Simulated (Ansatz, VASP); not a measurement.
# Hf2Sb3 in VASP and in Ansatz

```xyz
5
Lattice="5.4161 0.0000 0.0000 0.0000 5.4161 0.0000 0.0000 0.0000 5.4161" Properties=species:S:1:pos:R:3 pbc="T T T"
Hf    2.7080    2.7080    2.7080
Hf    0.0000    0.0000    0.0000
Sb    2.7080    0.0000    0.0000
Sb    0.0000    2.7080    0.0000
Sb    0.0000    0.0000    2.7080
```

Alike in both runs: functional PBE; k mesh 8 × 8 × 8; occupations gaussian, width 0.1 eV; no spin polarisation.

Ansatz relaxed the structure, and its values are those at the end. VASP's run is a single point on that final structure, the one shown.

```csv
,VASP,Ansatz
version,VASP 6.6.1,Ansatz 0.2.0
potentials or method,"VASP PAW PBE potentials, release 64 (Hf_pv, Sb), cutoff 520 eV","scalar-relativistic, plane waves, PAW"
valence electrons in the cell,35,97
```

|  | VASP | Ansatz | Ansatz less VASP |
| --- | --- | --- | --- |
| gap on the k mesh at the Fermi level (eV) | none | none | - |
| pressure (GPa) | -0.1 | 0.0 | +0.13 |

A gap of «none» marks a metal or a gap that the smearing closes. VASP's potentials hold 35 valence electrons a cell and Ansatz's 97, so a difference there can come from the potentials and not from the codes.

Neither program's run includes spin-orbit coupling.
